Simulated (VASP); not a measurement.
# SiW (F-43m) in VASP: settings compared, part 2 of 2

VASP 6.6.1. The steps go on from the part before.

## 3. Single point, r2SCAN, collinear spin

POSCAR

```
SiW
1.0
    0.0000000000      2.7905894985      2.7905894985
    2.7905894985      0.0000000000      2.7905894985
    2.7905894985      2.7905894985      0.0000000000
W Si
1 1
Direct
    0.0000000000      0.0000000000      0.0000000000
    0.2500000000      0.2500000000      0.2500000000
```

INCAR.step1

```
SYSTEM = SiW
  PREC = Accurate
  ENCUT = 520
  ISMEAR = 0
  SIGMA = 0.1
  LREAL = .False.
  LASPH = .True.
  NELM = 150
  ISPIN = 2
  MAGMOM = 2.5 0
  LMAXMIX = 4
  NBANDS = 20
  GGA = PE
  ALGO = Normal
  EDIFF = 1E-4
  LWAVE = .True.
  LCHARG = .False.
```

INCAR.step2

```
SYSTEM = SiW
  PREC = Accurate
  ENCUT = 520
  EDIFF = 1E-6
  ISMEAR = 0
  SIGMA = 0.1
  LREAL = .False.
  LASPH = .True.
  NELM = 150
  ALGO = Normal
  ISIF = 2
  LWAVE = .False.
  LCHARG = .False.
  ISPIN = 2
  MAGMOM = 2.5 0
  LORBIT = 11
  LMAXMIX = 4
  METAGGA = R2SCAN
  LMIXTAU = .True.
  NBANDS = 20
  ISTART = 1
```

KPOINTS

```
regular mesh
0
Gamma
  14 14 14
  0 0 0
```

Potentials or basis: VASP PAW PBE potentials, release 64 (W_sv, Si).

On the command line:

```console
$ cat potpaw_PBE.64/W_sv/POTCAR potpaw_PBE.64/Si/POTCAR > POTCAR
$ cp INCAR.step1 INCAR
$ mpirun -np 1 vasp_std > vasp.out
$ cp INCAR.step2 INCAR
$ mpirun -np 1 vasp_std > vasp.out
```

OUTCAR:

```text
SYSTEM = SiW
   PREC = Accurate
   ENCUT = 520
   EDIFF = 1E-6
   ISMEAR = 0
   LREAL = .False.
   LASPH = .True.
   NELM = 150
   ISIF = 2
   ISPIN = 2
   LORBIT = 11
   METAGGA = R2SCAN
   ISTART = 1

 ion  position               nearest neighbor table
   1  0.000  0.000  0.000-   2 2.42   2 2.42   2 2.42   2 2.42
   2  0.250  0.250  0.250-   1 2.42   1 2.42   1 2.42   1 2.42

  LATTYP: Found a face centered cubic cell.
 ALAT       =     5.5811789970

  Lattice vectors:

 A1 = (   0.0000000000,   2.7905894985,   2.7905894985)
 A2 = (   2.7905894985,   0.0000000000,   2.7905894985)
 A3 = (   2.7905894985,   2.7905894985,   0.0000000000)

Analysis of symmetry for initial positions (statically):
=====================================================================
 Subroutine PRICEL returns:
 Original cell was already a primitive cell.

 Routine SETGRP: Setting up the symmetry group for a
 face centered cubic supercell.

 Subroutine GETGRP returns: Found 24 space group operations
 (whereof 24 operations were pure point group operations)
 out of a pool of 48 trial point group operations.

The static configuration has the point symmetry T_d .

Analysis of symmetry for dynamics (positions and initial velocities):
=====================================================================
 Subroutine PRICEL returns:
 Original cell was already a primitive cell.

 Routine SETGRP: Setting up the symmetry group for a
 face centered cubic supercell.

 Subroutine GETGRP returns: Found 24 space group operations
 (whereof 24 operations were pure point group operations)
 out of a pool of 48 trial point group operations.

The dynamic configuration has the point symmetry T_d .

Analysis of structural, dynamic, and magnetic symmetry:
=====================================================================
 Subroutine PRICEL returns:
 Original cell was already a primitive cell.

 Routine SETGRP: Setting up the symmetry group for a
 face centered cubic supercell.

 Subroutine GETGRP returns: Found 24 space group operations
 (whereof 24 operations were pure point group operations)
 out of a pool of 48 trial point group operations.

The overall configuration has the point symmetry T_d .

 Subroutine INISYM returns: Found 24 space group operations
 (whereof 24 operations are pure point group operations),
 and found     1 'primitive' translations

----------------------------------------------------------------------------------------

                                     Primitive cell

  volume of cell :      43.4628

  direct lattice vectors                    reciprocal lattice vectors
     0.000000000  2.790589499  2.790589499    -0.179173612  0.179173612  0.179173612
     2.790589499  0.000000000  2.790589499     0.179173612 -0.179173612  0.179173612
     2.790589499  2.790589499  0.000000000     0.179173612  0.179173612 -0.179173612

  length of vectors
     3.946489516  3.946489516  3.946489516     0.310337799  0.310337799  0.310337799

  position of ions in fractional coordinates (direct lattice)
     0.000000000  0.000000000  0.000000000
     0.250000000  0.250000000  0.250000000

  ion indices of the primitive-cell ions
   primitive index   ion index
                 1           1
                 2           2

----------------------------------------------------------------------------------------

 KPOINTS: regular mesh
[... 58 lines left out ...]
 SYSTEM =  SiW
   PREC   = accura    normal or accurate (medium, high low for compatibility)
   ISTART =      1    job   : 0-new  1-cont  2-samecut
   ICHARG =      0    charge: 1-file 2-atom 10-const
   ISPIN  =      2    spin polarized calculation?
   LNONCOLLINEAR =      F non collinear calculations
   LSORBIT =      F    spin-orbit coupling
   LASPH  =      T    aspherical Exc in radial PAW
   ENCUT  =  520.0 eV  38.22 Ry    6.18 a.u.   7.34  7.34  7.34*2*pi/ulx,y,z
   NELM   =    150;   NELMIN=  2; NELMDL=  0     # of ELM steps
   EDIFF  = 0.1E-05   stopping-criterion for ELM
   LREAL  =      F    real-space projection
   EDIFFG = 0.1E-04   stopping-criterion for IOM
   NSW    =      0    number of steps for IOM
   IBRION =     -1    ionic relax: 0-MD 1-quasi-New 2-CG
   NFREE  =      0    steps in history (QN), initial steepest desc. (CG)
   ISIF   =      2    stress and relaxation
   ISYM   =      2    0-nonsym 1-usesym 2-fastsym
   POTIM  = 0.5000    time-step for ionic-motion
   TEBEG  =    0.0;   TEEND  =   0.0 temperature during run
   PSTRESS=    0.0 pullay stress
   NELECT =      18.0000    total number of electrons
   NUPDOWN=      -1.0000    fix difference up-down
   EMIN   =  10.00;   EMAX   =-10.00  energy-range for DOS
   EFERMI =   0.00;   METHOD = LEGACY
   ISMEAR =     0;   SIGMA  =   0.10  broadening in eV -4-tet -1-fermi 0-gaus
   EFERMI_NEDOS =   21; number of points for ismear=-14 and -15
   IALGO  =     38    algorithm
   IMIX   =      4    mixing-type and parameters
     AMIX     =   0.40;   BMIX     =  1.00
     AMIX_MAG =   1.60;   BMIX_MAG =  1.00
  volume/ion in A,a.u.               =      21.73       146.65
  Fermi-wavevector in a.u.,A,eV,Ry     =   1.220281  2.305996 20.260228  1.489085
  Thomas-Fermi vector in A             =   2.355503
   LORBIT       =     11    0 simple, 1 ext, 2 COOP (PROOUT), +10 PAW based schemes
   METAGGA = R2SCAN    functional components
   LHFCALC =     F    Hartree Fock is set to
   AEXX    =    0.0000 exact exchange contribution
   IVDW    =     0    specifies the selected vdW correction
   LEPSILON=     F    determine dielectric tensor
   LRPA    =     F    only Hartree local field effects (RPA)
 spin polarized calculation
 Gauss-broadening in eV      SIGMA  =   0.10
  energy-cutoff  :      520.00
  volume of cell :       43.46
 maximum number of plane-waves:      1211
 NGX is ok and might be reduce to    30
   NGX = 15   NGY = 15   NGZ = 15

 number of electron      18.0000001 magnetization       0.0162729

 Free energy of the ion-electron system (eV)
  ---------------------------------------------------
  ext. energy  EPLUGINS =         0.00000000
  ---------------------------------------------------
  free energy    TOTEN  =       -57.05823549 eV

  energy without entropy =      -57.04790667  energy(sigma->0) =      -57.05307108

 E-fermi :   5.6093     XC(G=0): -11.0185

 val. band max:        5.5963718989   @ k =  -0.3571   0.2857   0.0000
 cond. band min:       5.6125791086   @ k =  -0.2857   0.5000   0.2143
 fundamental gap:      0.0162072097
 Fermi energy:         5.6092834161

 spin component 1

 k-point     1 :       0.0000    0.0000    0.0000
  band No.  band energies     occupation
      1     -70.2515      1.00000
      2     -33.8278      1.00000
      3     -33.8278      1.00000
      4     -33.8278      1.00000
      5      -4.3782      1.00000
      6       2.6541      1.00000
[... 541 lines left out ...]
     19      19.9738      0.00000
     20      21.3875      0.00000

 [... further k-points ...]

 spin component 2

 k-point     1 :       0.0000    0.0000    0.0000
  band No.  band energies     occupation
      1     -70.2432      1.00000
      2     -33.8157      1.00000
      3     -33.8157      1.00000
      4     -33.8157      1.00000
      5      -4.3769      1.00000
      6       2.6600      1.00000
[... 541 lines left out ...]
     19      19.9769      0.00000
     20      21.3930      0.00000

 [... further k-points ...]
[... 5 lines left out ...]
  --------------------------------------------------------------------------------------
  -------------------------------------------------------------------------------------
  Total       -0.4317861     -0.4317861     -0.4317861      0.0000000      0.0000000      0.0000000
  in kB      -15.9170062    -15.9170062    -15.9170062      0.0000000      0.0000000      0.0000000
  external PRESSURE =     -15.9170062 kB  Pullay stress =       0.0000000 kB

 VOLUME and BASIS-vectors are now :
 -----------------------------------------------------------------------------
  energy-cutoff  :      520.00
  volume of cell :       43.46
      direct lattice vectors                 reciprocal lattice vectors
     0.000000000  2.790589499  2.790589499    -0.179173612  0.179173612  0.179173612
     2.790589499  0.000000000  2.790589499     0.179173612 -0.179173612  0.179173612
     2.790589499  2.790589499  0.000000000     0.179173612  0.179173612 -0.179173612

 POSITION                                       TOTAL-FORCE (eV/Angst)
 -----------------------------------------------------------------------------------
      0.00000      0.00000      0.00000         0.000000     -0.000000     -0.000000
      1.39529      1.39529      1.39529        -0.000000      0.000000      0.000000
 -----------------------------------------------------------------------------------
    total drift:                                0.000000      0.000000      0.000000

  FREE ENERGIE OF THE ION-ELECTRON SYSTEM (eV)
  ---------------------------------------------------
  free  energy   TOTEN  =       -57.0582354904 eV

  energy  without entropy=      -57.0479066677  energy(sigma->0) =      -57.05307108

 total charge

# of ion       s       p       d       tot
------------------------------------------
    1        2.375   6.169   3.399  11.943
    2        0.790   1.033   0.000   1.824
--------------------------------------------------
tot          3.166   7.202   3.399  13.767

 magnetization (x)

# of ion       s       p       d       tot
------------------------------------------
    1        0.000  -0.000   0.015   0.015
    2       -0.000  -0.001   0.000  -0.001
--------------------------------------------------
tot          0.000  -0.001   0.015   0.014
```

It took 16 min on 1 thread of Intel Xeon 8259CL, shared host; peak memory 0.3 GiB.

Results:

```yaml
Free_energy: -57.0582 eV
Pressure: -1.6 GPa
Band_gap_on_the_k_mesh: zero (filled and empty bands overlap)
Net_moment: 0.02 μB per cell
Valence_electrons_inside_the_program's_atomic_spheres: W 11.94; Si 1.82
```

Caveat: the PAW data sets were made with another functional, which shifts forces and pressure a little; spin-orbit coupling is left out, which moves the levels of the heavy elements.
